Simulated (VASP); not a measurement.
# TmB3Au (P1) in VASP: single point with PBE

Aim: the single point of TmB3Au with PBE.

All numbers are computed with VASP 6.6.1; they aren't measurements. Logs are shortened: lines on timing, memory, paths and dates and some standing lists are left out, and cuts for length are marked.

## 1. The cell of the first run

The typed cell holds 5 atoms: a = 4.090 Å, b = 4.085 Å, c = 4.101 Å, α = 80.99°, β = 80.94°, γ = 81.22°.

The cell was built from a structure type or drawn by symmetry, and may not be a known phase.

## 2. Single point, PBE

Contents of INCAR:

```
SYSTEM = TmB3Au
ALGO     = Normal         ! electronic algorithm
EDIFF    = 1E-6           ! SCF threshold, eV
ENCUT    = 500            ! plane-wave cutoff, eV
GGA      = PE             ! functional
GGA_COMPAT= .FALSE.      
ISIF     = 2              ! what is computed and relaxed
ISMEAR   = 0              ! smearing method
LASPH    = .TRUE.         ! aspherical terms in the spheres
LCHARG   = .FALSE.        ! write CHGCAR
LMAXMIX  = 6              ! l up to which the mixer works
LREAL    = .FALSE.        ! projectors in reciprocal space
LWAVE    = .FALSE.        ! write WAVECAR
NBANDS   = 22             ! bands
NELM     = 200            ! most SCF steps
PREC     = Accurate       ! precision mode
SIGMA    = 0.2            ! smearing width, eV
```

Contents of KPOINTS:

```
k-points
0
G
  4 4 4
  0 0 0
```

Contents of POSCAR:

```
TmB3Au
1.0
    4.0778210895      0.2962043962      0.0955880763
    0.3294034084      4.0719022612      0.0183701064
    0.5111784915      0.5845854927      4.0272878596
Tm B Au
1 3 1
Direct
    1.0283029524      1.0304400386      1.0177873319
   -0.1024677242      0.5869334839      0.5740965855
    0.5844592177      0.5878057272      0.8846588371
    0.5864282691     -0.1003988332      0.5733350532
    0.4032772450      0.4052185436      0.3901201823
```

Potentials or basis: VASP PAW PBE potentials, release 64 (Tm_3, B, Au), 4f in core.

Launch:

```bash
$ cat potpaw_PBE.64/Tm_3/POTCAR potpaw_PBE.64/B/POTCAR potpaw_PBE.64/Au/POTCAR > POTCAR
$ mpirun -np 1 vasp_std > vasp.out
```

OUTCAR:

```text
SYSTEM = TmB3Au
   EDIFF = 1E-6
   ENCUT = 500
   GGA = PE
   ISIF = 2
   ISMEAR = 0
   LASPH = .TRUE.
   LREAL = .FALSE.
   NELM = 200
   PREC = Accurate

 ion  position               nearest neighbor table
   1  0.028  0.030  0.018-   4 2.71   2 2.72   3 2.72   2 2.72   3 2.73   4 2.73   3 2.91   4 2.92
                             2 2.92   5 3.04   5 3.08   5 3.09   5 3.09
   2  0.898  0.587  0.574-   3 1.66   4 1.66   5 2.15   5 2.51   1 2.72   1 2.72   1 2.92
   3  0.584  0.588  0.885-   4 1.66   2 1.66   5 2.15   5 2.52   1 2.72   1 2.73   1 2.91
   4  0.586  0.900  0.573-   3 1.66   2 1.66   5 2.15   5 2.51   1 2.71   1 2.73   1 2.92
   5  0.403  0.405  0.390-   3 2.15   4 2.15   2 2.15   4 2.51   2 2.51   3 2.52   1 3.04   1 3.08
                             1 3.09   1 3.09

  LATTYP: Found a triclinic cell.
 ALAT       =     5.3165629853
 B/A-ratio  =     0.7714522102
 C/A-ratio  =     1.0008248629
 COS(alpha) =     0.0009105359
 COS(beta)  =     0.5004738633
 COS(gamma) =     0.6511747108

  Lattice vectors:

 A1 = (  -0.1817750831,   3.4873167685,  -4.0089177532)
 A2 = (  -0.5111784915,  -0.5845854927,  -4.0272878596)
 A3 = (  -3.7484176811,   3.7756978650,  -0.0772179699)

Analysis of symmetry for initial positions (statically):
=====================================================================
 Subroutine PRICEL returns:
 Original cell was already a primitive cell.

 Routine SETGRP: Setting up the symmetry group for a
 triclinic supercell.

 Subroutine GETGRP returns: Found  1 space group operations
 (whereof  1 operations were pure point group operations)
 out of a pool of  2 trial point group operations.

The static configuration has the point symmetry C_1 .

Analysis of symmetry for dynamics (positions and initial velocities):
=====================================================================
 Subroutine PRICEL returns:
 Original cell was already a primitive cell.

 Routine SETGRP: Setting up the symmetry group for a
 triclinic supercell.

 Subroutine GETGRP returns: Found  1 space group operations
 (whereof  1 operations were pure point group operations)
 out of a pool of  2 trial point group operations.

The dynamic configuration has the point symmetry C_1 .

 Subroutine INISYM returns: Found  1 space group operations
 (whereof  1 operations are pure point group operations),
 and found     1 'primitive' translations

----------------------------------------------------------------------------------------

                                     Primitive cell

  volume of cell :      66.2565

  direct lattice vectors                    reciprocal lattice vectors
     4.077821090  0.296204396  0.095588076     0.247341357 -0.019880481 -0.028508948
     0.329403408  4.071902261  0.018370106    -0.017160885  0.247125728 -0.033693603
     0.511178492  0.584585493  4.027287860    -0.005792394 -0.000655376  0.249136418

  length of vectors
     4.089682012  4.085245659  4.101474266     0.249771376  0.250001760  0.249204607

  position of ions in fractional coordinates (direct lattice)
     0.028302952  0.030440039  0.017787332
     0.897532276  0.586933484  0.574096586
     0.584459218  0.587805727  0.884658837
     0.586428269  0.899601167  0.573335053
     0.403277245  0.405218544  0.390120182

  ion indices of the primitive-cell ions
   primitive index   ion index
                 1           1
                 2           2
                 3           3
                 4           4
                 5           5

----------------------------------------------------------------------------------------

 KPOINTS: k-points

Automatic generation of k-mesh.
 Grid dimensions read from file:
 generate k-points for:    4    4    4

 Generating k-lattice:

  Cartesian coordinates                     Fractional coordinates (reciprocal lattice)
     0.061835339 -0.004970120 -0.007127237     0.250000000 -0.000000000 -0.000000000
    -0.004290221  0.061781432 -0.008423401     0.000000000  0.250000000  0.000000000
    -0.001448098 -0.000163844  0.062284104    -0.000000000  0.000000000  0.250000000

  Length of vectors
     0.062442844  0.062500440  0.062301152

  Shift w.r.t. Gamma in fractional coordinates (k-lattice)
     0.000000000  0.000000000  0.000000000

 Subroutine IBZKPT returns following result:
 ===========================================

 Found     36 irreducible k-points:

 Following reciprocal coordinates:
            Coordinates               Weight
  0.000000  0.000000  0.000000      1.000000
  0.250000  0.000000 -0.000000      2.000000
  0.500000  0.000000 -0.000000      1.000000
 -0.000000  0.250000 -0.000000      2.000000
  0.250000  0.250000 -0.000000      2.000000
  0.500000  0.250000 -0.000000      2.000000
[... 16 lines left out ...]
  0.000000 -0.250000  0.250000      2.000000
  0.250000 -0.250000  0.250000      2.000000
 [... further k-points ...]
   k-points           NKPTS =     36   k-points in BZ     NKDIM =     36   number of bands    NBANDS=     22
   number of dos      NEDOS =    301   number of ions     NIONS =      5
   total plane-waves  NPLWV =  27000
   dimension x,y,z NGX =    30 NGY =   30 NGZ =   30
   dimension x,y,z NGXF=    60 NGYF=   60 NGZF=   60
   ions per type =               1   3   1
   NGX,Y,Z   is equivalent  to a cutoff of  12.20, 12.21, 12.16 a.u.
   NGXF,Y,Z  is equivalent  to a cutoff of  24.39, 24.42, 24.32 a.u.
 SYSTEM =  TmB3Au
   PREC   = accura    normal or accurate (medium, high low for compatibility)
   ISTART =      0    job   : 0-new  1-cont  2-samecut
   ICHARG =      2    charge: 1-file 2-atom 10-const
   ISPIN  =      1    spin polarized calculation?
   LNONCOLLINEAR =      F non collinear calculations
   LSORBIT =      F    spin-orbit coupling
   LASPH  =      T    aspherical Exc in radial PAW
   ENCUT  =  500.0 eV  36.75 Ry    6.06 a.u.   7.46  7.45  7.48*2*pi/ulx,y,z
   NELM   =    200;   NELMIN=  2; NELMDL= -5     # of ELM steps
   EDIFF  = 0.1E-05   stopping-criterion for ELM
   LREAL  =      F    real-space projection
   EDIFFG = 0.1E-04   stopping-criterion for IOM
   NSW    =      0    number of steps for IOM
   IBRION =     -1    ionic relax: 0-MD 1-quasi-New 2-CG
   NFREE  =      0    steps in history (QN), initial steepest desc. (CG)
   ISIF   =      2    stress and relaxation
   ISYM   =      2    0-nonsym 1-usesym 2-fastsym
   POTIM  = 0.5000    time-step for ionic-motion
   TEBEG  =    0.0;   TEEND  =   0.0 temperature during run
   PSTRESS=    0.0 pullay stress
   NELECT =      29.0000    total number of electrons
   NUPDOWN=      -1.0000    fix difference up-down
   EMIN   =  10.00;   EMAX   =-10.00  energy-range for DOS
   EFERMI =   0.00;   METHOD = LEGACY
   ISMEAR =     0;   SIGMA  =   0.20  broadening in eV -4-tet -1-fermi 0-gaus
   EFERMI_NEDOS =   21; number of points for ismear=-14 and -15
   IALGO  =     38    algorithm
   IMIX   =      4    mixing-type and parameters
     AMIX     =   0.40;   BMIX     =  1.00
     AMIX_MAG =   1.60;   BMIX_MAG =  1.00
  volume/ion in A,a.u.               =      13.25        89.42
  Fermi-wavevector in a.u.,A,eV,Ry     =   1.242981  2.348894 21.021033  1.545002
  Thomas-Fermi vector in A             =   2.377312
   LORBIT       =      0    0 simple, 1 ext, 2 COOP (PROOUT), +10 PAW based schemes
   GGA     = PE    functional components
   LHFCALC =     F    Hartree Fock is set to
   AEXX    =    0.0000 exact exchange contribution
   IVDW    =     0    specifies the selected vdW correction
   LEPSILON=     F    determine dielectric tensor
   LRPA    =     F    only Hartree local field effects (RPA)
 non-spin polarized calculation
 Gauss-broadening in eV      SIGMA  =   0.20
  energy-cutoff  :      500.00
  volume of cell :       66.26
 maximum number of plane-waves:      1723
 NGX is ok and might be reduce to    30
   NGX = 15   NGY = 15   NGZ = 15

 number of electron      29.0000001 magnetization

 Free energy of the ion-electron system (eV)
  ---------------------------------------------------
  ext. energy  EPLUGINS =         0.00000000
  ---------------------------------------------------
  free energy    TOTEN  =       -28.61628143 eV

  energy without entropy =      -28.59138858  energy(sigma->0) =      -28.60383501

 E-fermi :   5.6072     XC(G=0): -11.3860

 val. band max:        5.5269617887   @ k =  -0.0000   0.2500  -0.0000
 cond. band min:       5.6726655444   @ k =   0.5000   0.0000  -0.0000
 fundamental gap:      0.1457037557
 Fermi energy:         5.6071886847

 k-point     1 :       0.0000    0.0000    0.0000
  band No.  band energies     occupation
      1     -19.3644      2.00000
      2     -19.1990      2.00000
      3     -19.1972      2.00000
      4      -6.4012      2.00000
      5      -1.4377      2.00000
      6      -1.4240      2.00000
[... 14 lines left out ...]
     21      11.9340      0.00000
     22      11.9424      0.00000

 k-point     2 :       0.2500    0.0000   -0.0000
  band No.  band energies     occupation
      1     -19.3802      2.00000
      2     -19.2189      2.00000
      3     -19.1940      2.00000
      4      -6.0324      2.00000
      5      -1.9217      2.00000
      6      -1.2938      2.00000
[... 14 lines left out ...]
     21      11.5562      0.00000
     22      11.6528      0.00000

 k-point     3 :       0.5000    0.0000   -0.0000
  band No.  band energies     occupation
      1     -19.4013      2.00000
      2     -19.2334      2.00000
      3     -19.1904      2.00000
      4      -5.5808      2.00000
      5      -2.2850      2.00000
      6      -1.1384      2.00000
[... 14 lines left out ...]
     21      11.4155      0.00000
     22      12.1997      0.00000

 k-point     4 :      -0.0000    0.2500   -0.0000
  band No.  band energies     occupation
      1     -19.3804      2.00000
      2     -19.2190      2.00000
      3     -19.1940      2.00000
      4      -6.0315      2.00000
      5      -1.9200      2.00000
      6      -1.2971      2.00000
[... 14 lines left out ...]
     21      11.5544      0.00000
     22      11.6609      0.00000

 k-point     5 :       0.2500    0.2500   -0.0000
  band No.  band energies     occupation
      1     -19.3932      2.00000
      2     -19.2251      2.00000
      3     -19.2024      2.00000
      4      -5.8170      2.00000
      5      -1.9158      2.00000
      6      -1.1584      2.00000
[... 14 lines left out ...]
     21      11.3632      0.00000
     22      12.0632      0.00000

 k-point     6 :       0.5000    0.2500   -0.0000
  band No.  band energies     occupation
      1     -19.4097      2.00000
      2     -19.2411      2.00000
      3     -19.2003      2.00000
      4      -5.4633      2.00000
      5      -2.0104      2.00000
      6      -0.9869      2.00000
[... 14 lines left out ...]
     21      11.4701      0.00000
     22      12.3892      0.00000

 k-point     7 :      -0.2500    0.2500   -0.0000
  band No.  band energies     occupation
      1     -19.3920      2.00000
      2     -19.2322      2.00000
      3     -19.2001      2.00000
      4      -5.7193      2.00000
      5      -1.8429      2.00000
      6      -1.1594      2.00000
[... 324 lines left out ...]
      6      -1.1626      2.00000
[... 14 lines left out ...]
     21      11.7382      0.00000
     22      12.5504      0.00000

 k-point    21 :       0.5000    0.5000    0.2500
  band No.  band energies     occupation
      1     -19.4296      2.00000
      2     -19.2475      2.00000
      3     -19.2234      2.00000
      4      -5.2463      2.00000
      5      -1.7458      2.00000
      6      -1.1304      2.00000
[... 14 lines left out ...]
     21      11.6631      0.00000
     22      12.2601      0.00000

 k-point    22 :      -0.2500    0.5000    0.2500
  band No.  band energies     occupation
      1     -19.4173      2.00000
      2     -19.2395      2.00000
      3     -19.2202      2.00000
      4      -5.3122      2.00000
      5      -1.6407      2.00000
      6      -1.0999      2.00000
[... 14 lines left out ...]
     21      11.1819      0.00000
     22      12.4388      0.00000

 k-point    23 :       0.0000   -0.2500    0.2500
  band No.  band energies     occupation
      1     -19.3915      2.00000
      2     -19.2304      2.00000
      3     -19.2017      2.00000
      4      -5.7191      2.00000
      5      -1.8498      2.00000
      6      -1.1525      2.00000
[... 14 lines left out ...]
     21      11.2873      0.00000
     22      12.2305      0.00000

 k-point    24 :       0.2500   -0.2500    0.2500
  band No.  band energies     occupation
      1     -19.4021      2.00000
      2     -19.2289      2.00000
      3     -19.2193      2.00000
      4      -5.5207      2.00000
      5      -1.8074      2.00000
      6      -1.0351      2.00000
[... 14 lines left out ...]
     21      11.3555      0.00000
     22      11.8292      0.00000

 [... further k-points ...]

------------------------ aborting loop because EDIFF is reached ----------------------------------------

  FORCE on cell =-STRESS in cart. coord.  units (eV):
  Direction    XX          YY          ZZ          XY          YZ          ZX
  --------------------------------------------------------------------------------------
  -------------------------------------------------------------------------------------
  Total        0.0386220      0.0844117      0.0457605      0.1020288      0.0137144      0.0222360
  in kB        0.9339359      2.0411958      1.1065550      2.4672015      0.3316326      0.5376969
  external PRESSURE =       1.3605622 kB  Pullay stress =       0.0000000 kB

 VOLUME and BASIS-vectors are now :
 -----------------------------------------------------------------------------
  energy-cutoff  :      500.00
  volume of cell :       66.26
      direct lattice vectors                 reciprocal lattice vectors
     4.077821090  0.296204396  0.095588076     0.247341357 -0.019880481 -0.028508948
     0.329403408  4.071902261  0.018370106    -0.017160885  0.247125728 -0.033693603
     0.511178492  0.584585493  4.027287860    -0.005792394 -0.000655376  0.249136418

 POSITION                                       TOTAL-FORCE (eV/Angst)
 -----------------------------------------------------------------------------------
      0.13453      0.14273      0.07490         0.016249      0.006636     -0.029610
      4.14678      2.99140      2.40863        -0.000415      0.011579     -0.034077
      3.02916      3.08377      3.62944        -0.001583     -0.038677      0.038934
      2.98076      4.17195      2.38157        -0.016573      0.007407     -0.016081
      1.97739      1.99752      1.61712         0.002321      0.013054      0.040834
 -----------------------------------------------------------------------------------
    total drift:                                0.000082      0.000026      0.000092

  FREE ENERGIE OF THE ION-ELECTRON SYSTEM (eV)
  ---------------------------------------------------
  free  energy   TOTEN  =       -28.6162814346 eV

  energy  without entropy=      -28.5913885764  energy(sigma->0) =      -28.60383501
```

Wall time 26 s (1 thread of Intel Xeon 6975P-C (Granite Rapids), shared host); peak memory 0.2 GiB.

What came out:

* Free energy: -28.6163 eV
* Pressure: 0.1 GPa
* Largest force: 0.055 eV/Å
* Band gap on the k mesh: zero (an odd number of electrons rules out a gap without spin polarisation)

Forces on the atoms (eV/Å):
```
Tm   0.016  0.007 -0.030
B    0.000  0.012 -0.034
B   -0.002 -0.039  0.039
B   -0.017  0.007 -0.016
Au   0.002  0.013  0.041
```

Caveat: the k points lie up to 0.39 Å⁻¹ apart, too coarse for converged energies and pressures of a metal; spin-orbit coupling is left out, which moves the levels of the heavy elements; the 4f electrons are frozen in the core, so they carry no moment and show no levels.
